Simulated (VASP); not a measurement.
A run of VASP 6.6.1:

Contents of INCAR:

```
ALGO = Fast ; EDIFF = 1E-7
ENCUT = 520 ; GGA = PE
ISIF = 2 ; ISMEAR = 0
LASPH = T ; LCHARG = T
LELF = T ; LREAL = F
LVHAR = T ; LWAVE = F
NBANDS = 34 ; NELM = 100
PREC = Accurate ; SIGMA = 0.1
```

Contents of KPOINTS:

```
k-points
0
Gamma
  4 4 4
```

POSCAR

```
YW3
1.0
    4.1641931850      0.0000000000      0.0000000000
    0.0000000000      4.1641931850      0.0000000000
    0.0000000000      0.0000000000      4.1213910912
Y W
1 3
Direct
    0.0000000000      0.0000000000      0.0000000000
    0.0000000000      0.5000000000      0.5000000000
    0.5000000000      0.0000000000      0.5000000000
    0.5000000000      0.5000000000      0.0000000000
```

Potentials or basis: VASP PAW PBE potentials, release 64 (Y_sv, W_sv).

Command:

```sh
$ cat potpaw_PBE.64/Y_sv/POTCAR potpaw_PBE.64/W_sv/POTCAR > POTCAR
$ mpirun -np 1 vasp_std > vasp.out
```

Hardware: 1 thread of Oxide Virtual Turin-like Processor (shared host).

Problem. How long does it take, and how much memory?

Solution. Wall time 59 s on 1 thread of Oxide Virtual Turin-like Processor, on a shared host, peak memory 0.17 GiB. Counts: scf iterations 21, k points 18.
